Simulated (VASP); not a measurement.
## Pd: single point with PBE

The system is Pd.

```
Pd
1.0
    -2.86321    3.26155    1.29866
     3.26155   -2.86321    1.29866
     1.85612    1.85612   -0.56911
Pd
2
Cartesian
  3.2121 -2.8137 1.2987
  -0.3545 2.6089 1.0141
```

```yaml
Program: VASP 6.6.1
Task: single point
Functional: PBE
Potentials_or_basis: VASP PAW PBE potentials, release 64 (Pd)
Cutoff: 500 eV
k_mesh: 14 × 14 × 13
Occupations: fermi-dirac, width 0.1 eV
Spin: no spin polarisation
Dipole_correction: no
Further_INCAR_settings: ALGO = Normal; EDIFF = 1e-06; NBANDS = 17
```

The pressure is 6.6 GPa. The largest force is 0.053 eV/Å. The band gap on the k mesh is zero (bands 10 and 11 overlap by 1.03 eV).

Forces on the atoms (eV/Å):
```
Pd   0.038 -0.038  0.000
Pd  -0.038  0.038  0.000
```

Stress tensor (GPa, compression positive):
```
 6.76  0.03 -0.08
 0.03  6.76 -0.08
-0.08 -0.08  6.26
```

Levels at points of the mesh, in eV from the Fermi level:
```tsv
k point	band 7	band 8	band 9	band 10	band 11	band 12	band 13	band 14
(0.00, 0.00, 0.00)	-1.50	-0.96	-0.51	-0.25	0.33	1.86	7.96	14.44
(0.50, 0.00, 0.00)	-1.62	-1.38	-1.10	-0.14	1.86	3.93	4.74	9.90
(0.50, 0.50, 0.00)	-1.79	-1.42	-1.38	-0.70	-0.04	0.10	14.70	14.82
```

It took 9.6 min on 1 thread of Oxide Virtual Turin-like Processor, on a shared host, peak memory 0.36 GiB.

Caveat: the cell stands under pressure.
